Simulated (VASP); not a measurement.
RbBr:

```xyz
2
Lattice="0.0000 3.8695 3.8695 3.8695 0.0000 3.8695 3.8695 3.8695 0.0000" Properties=species:S:1:pos:R:3 pbc="T T T"
Rb    0.0000    0.0000    0.0000
Br    1.9347    1.9347    1.9347
```

Base run:

- Program: VASP 6.6.1
- Functional: HSE06
- Potentials or basis: VASP PAW PBE potentials, release 64 (Rb_sv, Br)
- Cutoff: 520 eV
- k mesh: 4 × 4 × 4
- Occupations: gaussian, width 0.01 eV
- Spin: no spin polarisation

Its results: band gap on the k mesh 5.18 eV (least direct gap 5.26 eV); pressure 0.1 GPa.

**Question.** The run is repeated on the same cell with these changes: functional from HSE06 to PBE-based global hybrid with 75 % exact exchange; share of exact exchange from 0.25 to 0.75. What comes out?

**Answer.** Band gap on the k mesh 9.73 eV (least direct gap 9.82 eV); pressure -0.2 GPa.

Caveats: the structure was generated, so it needn't be the stable form of RbBr; the PAW data sets were made with another functional, which shifts forces and pressure a little.

A k mesh can miss the band edges.
